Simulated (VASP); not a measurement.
# Au (Fm-3m) in VASP: single point with PBE

Aim: the single point of Au with PBE.

Program: VASP 6.6.1. These are calculated values, not measurements. Logs are shortened: lines on timing, memory, paths and dates and some standing lists are left out, and cuts for length are marked.

## Step 1: The cell of the first run

The structure is cubic, space group Fm-3m (No. 225). Conventional cell: a = 4.281 Å, b = 4.281 Å, c = 4.281 Å, α = 90.00°, β = 90.00°, γ = 90.00°. Within 4.0 Å of Au (site symmetry m-3m) lie 12 Au at 3.03 Å.

## Step 2: Single point, PBE

The input, POSCAR:

```
Au
1.0
    0.0000000000      2.1404140000      2.1404140000
    2.1404140000      0.0000000000      2.1404140000
    2.1404140000      2.1404140000      0.0000000000
Au
1
Direct
    0.0000000000      0.0000000000      0.0000000000
```

The input, INCAR.step1:

```
PREC     = Accurate       # precision mode
ENCUT    = 400            # plane-wave cutoff, eV
EDIFF    = 1E-6           # SCF threshold, eV
ISMEAR   = -1             # smearing method
SIGMA    = 0.0643         # smearing width, eV
LREAL    = F              # projectors in reciprocal space
LASPH    = T              # aspherical terms in the spheres
NELM     = 120            # most SCF steps
ALGO     = Normal         # electronic algorithm
ISIF     = 2              # what is computed and relaxed
LWAVE    = F              # write WAVECAR
LCHARG   = T              # write CHGCAR
LMAXMIX  = 4              # l up to which the mixer works
GGA      = PE             # functional
NBANDS   = 12             # bands
GGA_COMPAT= F            
NEDOS    = 2001           # points of the DOS
LORBIT   = 11             # projections on sites
```

The input, KPOINTS.step1:

```
regular mesh
0
Gamma
  13 13 13
```

The input, INCAR.step2:

```
PREC     = Accurate       # precision mode
ENCUT    = 400            # plane-wave cutoff, eV
EDIFF    = 1E-6           # SCF threshold, eV
ISMEAR   = -5             # smearing method
SIGMA    = 0.0643         # smearing width, eV
LREAL    = F              # projectors in reciprocal space
LASPH    = T              # aspherical terms in the spheres
NELM     = 120            # most SCF steps
ALGO     = Normal         # electronic algorithm
ISIF     = 2              # what is computed and relaxed
LWAVE    = F              # write WAVECAR
LCHARG   = F              # write CHGCAR
LMAXMIX  = 4              # l up to which the mixer works
GGA      = PE             # functional
LORBIT   = 11             # projections on sites
NEDOS    = 2001           # points of the DOS
ICHARG   = 11             # starting density
GGA_COMPAT= F
```

The input, KPOINTS.step2:

```
regular mesh
0
Gamma
  20 20 20
```

Potentials or basis: VASP PAW PBE potentials, release 64 (Au).

Started as:

```sh
> cat potpaw_PBE.64/Au/POTCAR > POTCAR
> cp INCAR.step1 INCAR
> cp KPOINTS.step1 KPOINTS
> mpirun -np 1 vasp_std > vasp.out
> cp INCAR.step2 INCAR
> cp KPOINTS.step2 KPOINTS
> mpirun -np 1 vasp_std > vasp.out
```

OUTCAR:

```text
PREC = Accurate
   ENCUT = 400
   EDIFF = 1E-6
   ISMEAR = -5
   LREAL = F
   LASPH = T
   NELM = 120
   ISIF = 2
   GGA = PE
   LORBIT = 11
   ICHARG = 11

 ion  position               nearest neighbor table
   1  0.000  0.000  0.000-

  LATTYP: Found a face centered cubic cell.
 ALAT       =     4.2808280000

  Lattice vectors:

 A1 = (   0.0000000000,   2.1404140000,   2.1404140000)
 A2 = (   2.1404140000,   0.0000000000,   2.1404140000)
 A3 = (   2.1404140000,   2.1404140000,   0.0000000000)

Analysis of symmetry for initial positions (statically):
=====================================================================
 Subroutine PRICEL returns:
 Original cell was already a primitive cell.

 Routine SETGRP: Setting up the symmetry group for a
 face centered cubic supercell.

 Subroutine GETGRP returns: Found 48 space group operations
 (whereof 48 operations were pure point group operations)
 out of a pool of 48 trial point group operations.

The static configuration has the point symmetry O_h .

Analysis of symmetry for dynamics (positions and initial velocities):
=====================================================================
 Subroutine PRICEL returns:
 Original cell was already a primitive cell.

 Routine SETGRP: Setting up the symmetry group for a
 face centered cubic supercell.

 Subroutine GETGRP returns: Found 48 space group operations
 (whereof 48 operations were pure point group operations)
 out of a pool of 48 trial point group operations.

The dynamic configuration has the point symmetry O_h .

 Subroutine INISYM returns: Found 48 space group operations
 (whereof 48 operations are pure point group operations),
 and found     1 'primitive' translations

----------------------------------------------------------------------------------------

                                     Primitive cell

  volume of cell :      19.6121

  direct lattice vectors                    reciprocal lattice vectors
     0.000000000  2.140414000  2.140414000    -0.233599668  0.233599668  0.233599668
     2.140414000  0.000000000  2.140414000     0.233599668 -0.233599668  0.233599668
     2.140414000  2.140414000  0.000000000     0.233599668  0.233599668 -0.233599668

  length of vectors
     3.027002508  3.027002508  3.027002508     0.404606494  0.404606494  0.404606494

  position of ions in fractional coordinates (direct lattice)
     0.000000000  0.000000000  0.000000000

  ion indices of the primitive-cell ions
   primitive index   ion index
                 1           1

----------------------------------------------------------------------------------------

 KPOINTS: regular mesh

Automatic generation of k-mesh.
 Grid dimensions read from file:
 generate k-points for:   20   20   20

 Generating k-lattice:

  Cartesian coordinates                     Fractional coordinates (reciprocal lattice)
    -0.011679983  0.011679983  0.011679983     0.050000000  0.000000000  0.000000000
     0.011679983 -0.011679983  0.011679983     0.000000000  0.050000000  0.000000000
     0.011679983  0.011679983 -0.011679983     0.000000000  0.000000000  0.050000000

  Length of vectors
     0.020230325  0.020230325  0.020230325

  Shift w.r.t. Gamma in fractional coordinates (k-lattice)
     0.000000000  0.000000000  0.000000000

 TETIRR: Found   1093 inequivalent tetrahedra from    48000

 Subroutine IBZKPT returns following result:
 ===========================================

 Found    256 irreducible k-points:

 Following reciprocal coordinates:
            Coordinates               Weight
  0.000000  0.000000  0.000000      1.000000
  0.050000  0.000000  0.000000      8.000000
  0.100000  0.000000  0.000000      8.000000
  0.150000  0.000000  0.000000      8.000000
  0.200000  0.000000  0.000000      8.000000
  0.250000  0.000000  0.000000      8.000000
[... 16 lines left out ...]
 -0.400000  0.050000  0.000000     24.000000
 -0.350000  0.050000  0.000000     24.000000
 [... further k-points ...]
   k-points           NKPTS =    256   k-points in BZ     NKDIM =    256   number of bands    NBANDS=      9
   number of dos      NEDOS =   2001   number of ions     NIONS =      1
   total plane-waves  NPLWV =   8000
   dimension x,y,z NGX =    20 NGY =   20 NGZ =   20
   dimension x,y,z NGXF=    40 NGYF=   40 NGZF=   40
   ions per type =               1
   NGX,Y,Z   is equivalent  to a cutoff of  10.98, 10.98, 10.98 a.u.
   NGXF,Y,Z  is equivalent  to a cutoff of  21.97, 21.97, 21.97 a.u.
 SYSTEM =  unknown system
   PREC   = accura    normal or accurate (medium, high low for compatibility)
   ISTART =      0    job   : 0-new  1-cont  2-samecut
   ICHARG =     11    charge: 1-file 2-atom 10-const
   ISPIN  =      1    spin polarized calculation?
   LNONCOLLINEAR =      F non collinear calculations
   LSORBIT =      F    spin-orbit coupling
   LASPH  =      T    aspherical Exc in radial PAW
   ENCUT  =  400.0 eV  29.40 Ry    5.42 a.u.   4.94  4.94  4.94*2*pi/ulx,y,z
   NELM   =    120;   NELMIN=  2; NELMDL=  0     # of ELM steps
   EDIFF  = 0.1E-05   stopping-criterion for ELM
   LREAL  =      F    real-space projection
   EDIFFG = 0.1E-04   stopping-criterion for IOM
   NSW    =      0    number of steps for IOM
   IBRION =     -1    ionic relax: 0-MD 1-quasi-New 2-CG
   NFREE  =      0    steps in history (QN), initial steepest desc. (CG)
   ISIF   =      2    stress and relaxation
   ISYM   =      2    0-nonsym 1-usesym 2-fastsym
   POTIM  = 0.5000    time-step for ionic-motion
   TEBEG  =    0.0;   TEEND  =   0.0 temperature during run
   PSTRESS=    0.0 pullay stress
   NELECT =      11.0000    total number of electrons
   NUPDOWN=      -1.0000    fix difference up-down
   EMIN   =  10.00;   EMAX   =-10.00  energy-range for DOS
   EFERMI =   0.00;   METHOD = LEGACY
   ISMEAR =    -5;   SIGMA  =   0.06  broadening in eV -4-tet -1-fermi 0-gaus
   EFERMI_NEDOS =   21; number of points for ismear=-14 and -15
   IALGO  =     38    algorithm
   IMIX   =      4    mixing-type and parameters
     AMIX     =   0.40;   BMIX     =  1.00
     AMIX_MAG =   1.60;   BMIX_MAG =  1.00
  volume/ion in A,a.u.               =      19.61       132.35
  Fermi-wavevector in a.u.,A,eV,Ry     =   1.350096  2.551311 24.800140  1.822759
  Thomas-Fermi vector in A             =   2.477629
   LORBIT       =     11    0 simple, 1 ext, 2 COOP (PROOUT), +10 PAW based schemes
   GGA     = PE    functional components
   LHFCALC =     F    Hartree Fock is set to
   AEXX    =    0.0000 exact exchange contribution
   IVDW    =     0    specifies the selected vdW correction
   LEPSILON=     F    determine dielectric tensor
   LRPA    =     F    only Hartree local field effects (RPA)
 non-spin polarized calculation
 Fermi weights with tetrahedron method with Bloechl corrections
  energy-cutoff  :      400.00
  volume of cell :       19.61
 maximum number of plane-waves:       368

 number of electron      10.9999997 magnetization

 Free energy of the ion-electron system (eV)
  ---------------------------------------------------
  ext. energy  EPLUGINS =         0.00000000
  ---------------------------------------------------
  free energy    TOTEN  =        -3.16675389 eV

  energy without entropy =       -3.16675389  energy(sigma->0) =       -3.16675389

 E-fermi :   7.3304     XC(G=0): -11.8884

 val. band max:        7.2904363656   @ k =   0.5000   0.3000   0.1000
 cond. band min:       7.3666162304   @ k =   0.4500   0.4000   0.0000
 fundamental gap:      0.0761798648
 Fermi energy:         7.3303708964

 k-point     1 :       0.0000    0.0000    0.0000
  band No.  band energies     occupation
      1      -1.1567      2.00000
      2       3.2994      2.00000
      3       3.2994      2.00000
      4       3.2994      2.00000
      5       4.4777      2.00000
      6       4.4777      2.00000
      7      21.9260      0.00000
      8      25.1124      0.00000
      9      25.1124      0.00000

 k-point     2 :       0.0500    0.0000    0.0000
  band No.  band energies     occupation
      1      -1.0796      2.00000
      2       3.2780      2.00000
      3       3.3238      2.00000
      4       3.3238      2.00000
      5       4.4675      2.00000
      6       4.4675      2.00000
      7      21.9962      0.00000
      8      24.5095      0.00000
      9      25.1798      0.00000

 k-point     3 :       0.1000    0.0000    0.0000
  band No.  band energies     occupation
      1      -0.8525      2.00000
      2       3.2221      2.00000
      3       3.3895      2.00000
      4       3.3895      2.00000
      5       4.4452      2.00000
      6       4.4452      2.00000
      7      22.0954      0.00000
      8      23.2658      0.00000
      9      25.3647      0.00000

 k-point     4 :       0.1500    0.0000    0.0000
  band No.  band energies     occupation
      1      -0.4911      2.00000
      2       3.1578      2.00000
      3       3.4712      2.00000
      4       3.4712      2.00000
      5       4.4371      2.00000
      6       4.4371      2.00000
      7      21.1969      0.00000
      8      22.7688      0.00000
      9      25.6049      0.00000
[... 205 lines left out ...]
 k-point    22 :      -0.4500    0.0500    0.0000
  band No.  band energies     occupation
      1       1.2275      2.00000
      2       3.2565      2.00000
      3       3.3196      2.00000
      4       5.1592      2.00000
      5       5.3553      2.00000
      6       6.9632      1.98992
      7      10.0922      0.00000
      8      21.4009      0.00000
      9      22.8697      0.00000

 k-point    23 :      -0.4000    0.0500    0.0000
  band No.  band energies     occupation
      1       1.2183      2.00000
      2       3.2971      2.00000
      3       3.3500      2.00000
      4       4.9310      2.00000
      5       5.2058      2.00000
      6       6.0713      2.00000
      7      11.4983      0.00000
      8      21.5458      0.00000
      9      22.9737      0.00000

 k-point    24 :      -0.3500    0.0500    0.0000
  band No.  band energies     occupation
      1       1.1667      2.00000
      2       3.3598      2.00000
      3       3.4069      2.00000
      4       4.3468      2.00000
      5       4.9935      2.00000
      6       5.4725      2.00000
      7      13.2108      0.00000
      8      21.8059      0.00000
      9      23.2996      0.00000

 [... further k-points ...]
[... 5 lines left out ...]
  --------------------------------------------------------------------------------------
  -------------------------------------------------------------------------------------
  Total       -1.1823582     -1.1823582     -1.1823582      0.0000000      0.0000000      0.0000000
  in kB      -96.5909237    -96.5909237    -96.5909237      0.0000000      0.0000000      0.0000000
  external PRESSURE =     -96.5909237 kB  Pullay stress =       0.0000000 kB

 VOLUME and BASIS-vectors are now :
 -----------------------------------------------------------------------------
  energy-cutoff  :      400.00
  volume of cell :       19.61
      direct lattice vectors                 reciprocal lattice vectors
     0.000000000  2.140414000  2.140414000    -0.233599668  0.233599668  0.233599668
     2.140414000  0.000000000  2.140414000     0.233599668 -0.233599668  0.233599668
     2.140414000  2.140414000  0.000000000     0.233599668  0.233599668 -0.233599668

 POSITION                                       TOTAL-FORCE (eV/Angst)
 -----------------------------------------------------------------------------------
      0.00000      0.00000      0.00000         0.000000      0.000000      0.000000
 -----------------------------------------------------------------------------------
    total drift:                                0.000000      0.000000     -0.000000

  FREE ENERGIE OF THE ION-ELECTRON SYSTEM (eV)
  ---------------------------------------------------
  free  energy   TOTEN  =        -3.1667538921 eV

  energy  without entropy=       -3.1667538921  energy(sigma->0) =       -3.16675389

 total charge

# of ion       s       p       d       tot
------------------------------------------
    1        0.500   0.257   8.758   9.515
```

It took 11 s on 1 thread of AMD EPYC 9R45 (Zen 5), shared host; peak memory 0.12 GiB.

Results:

```yaml
Valence_electrons_inside_the_program's_atomic_spheres: Au 9.52
```

Levels at points of the mesh, in eV from the Fermi level:
```csv
k point,band 3,band 4,band 5,band 6,band 7,band 8,band 9
"(0.00, 0.00, 0.00)",-4.03,-4.03,-2.85,-2.85,14.60,17.78,17.78
"(0.50, 0.00, 0.00)",-4.05,-1.92,-1.92,-0.36,2.36,14.02,16.02
"(0.50, 0.50, 0.00)",-1.95,-1.67,-1.67,1.38,4.70,9.57,9.57
```

Caveat: spin-orbit coupling is left out, which moves the levels of the heavy elements.
